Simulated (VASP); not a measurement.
Rb3ClO, 5 atoms in the cell. The structure is cubic, space group Pm-3m (No. 221). Conventional cell: a = 5.534 Å, b = 5.534 Å, c = 5.534 Å, α = 90.00°, β = 90.00°, γ = 90.00°. Rb (site symmetry 4/mmm) has 2 O at 2.77 Å within 3.6 Å. Within 5.1 Å of Cl (site symmetry m-3m) lie 12 Rb at 3.91 Å and 8 O at 4.79 Å. Within 3.6 Å of O (site symmetry m-3m) lie 6 Rb at 2.77 Å. 

```yaml
Program: VASP 6.6.1
Task: relaxation of cell and atoms
Functional: LDA
Potentials_or_basis: VASP PAW LDA potentials, release 64 (Rb_sv, Cl, O)
Cutoff: 600 eV
k_mesh: 4 × 4 × 4
Occupations: gaussian, width 0.01 eV
Spin: no spin polarisation
Target_pressure: 5 GPa
Dipole_correction: no
Further_INCAR_settings: ALGO = Normal; EDIFF = 1e-07; IBRION = 2; EDIFFG = -0.005; NSW = 80; ISIF = 3
```

Potentials or basis: VASP PAW LDA potentials, release 64 (Rb_sv, Cl, O).

Run with:

```console
$ cat potpaw_LDA.64/Rb_sv/POTCAR potpaw_LDA.64/Cl/POTCAR potpaw_LDA.64/O/POTCAR > POTCAR
$ mpirun -np 1 vasp_std > vasp.out
```

Hardware: 1 thread of Intel Xeon 8259CL, with other jobs on the host.

**Question.** Estimate the wall time of this run.

**Answer.** Run time: 5.1 min on 1 thread of Intel Xeon 8259CL, on a shared host, peak memory 0.3 GiB. Counts: scf iterations 57, k points 10, ion steps 5.
